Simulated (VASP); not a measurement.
Here is a VASP 6.6.1 calculation.

The input INCAR:

```
SYSTEM = Fe
ALGO     = Normal         ! electronic algorithm
EDIFF    = 1E-6           ! SCF threshold, eV
ENCUT    = 600            ! plane-wave cutoff, eV
GGA      = PE             ! functional
GGA_COMPAT= .FALSE.      
ISIF     = 2              ! what is computed and relaxed
ISMEAR   = -1             ! smearing method
ISPIN    = 2              ! spin polarisation
LASPH    = .TRUE.         ! aspherical terms in the spheres
LCHARG   = .FALSE.        ! write CHGCAR
LMAXMIX  = 4              ! l up to which the mixer works
LORBIT   = 11             ! projections on sites
LREAL    = .FALSE.        ! projectors in reciprocal space
LWAVE    = .FALSE.        ! write WAVECAR
MAGMOM   = 2.121 2.121 2.203 2.203 2.203 2.203 2.203 2.203 ! initial moments
NBANDS   = 46             ! bands
NELM     = 200            ! most SCF steps
PREC     = Accurate       ! precision mode
SIGMA    = 0.05           ! smearing width, eV
```

KPOINTS

```
k-points
0
G
  8 8 8
  0 0 0
```

POSCAR

```
Fe
1.0
    4.5147591733      0.0000000000      0.0000000000
    0.0000000000      4.5147591733      0.0000000000
    0.0000000000      0.0000000000      4.5147591733
Fe
8
Direct
    0.0000000000      1.0000000000      0.0000000000
    0.5000000000      0.5000000000      0.5000000000
    0.2500000000      1.0000000000      0.5000000000
    0.7500000000      1.0000000000      0.5000000000
    0.5000000000      0.2500000000      0.0000000000
    0.5000000000      0.7500000000      1.0000000000
    1.0000000000      0.5000000000      0.2500000000
    1.0000000000      0.5000000000      0.7500000000
```

Potentials or basis: VASP PAW PBE potentials, release 64 (Fe).

Command:

```bash
$ cat potpaw_PBE.64/Fe/POTCAR > POTCAR
$ mpirun -np 1 vasp_std > vasp.out
```

Question: Predict the pressure.

Answer: 0.1 GPa.

Question: Predict the net moment.

Answer: 17.44 μB per cell.

Question: Predict the site moments.

Answer: Fe +2.12, +2.20 (each value once) μB.
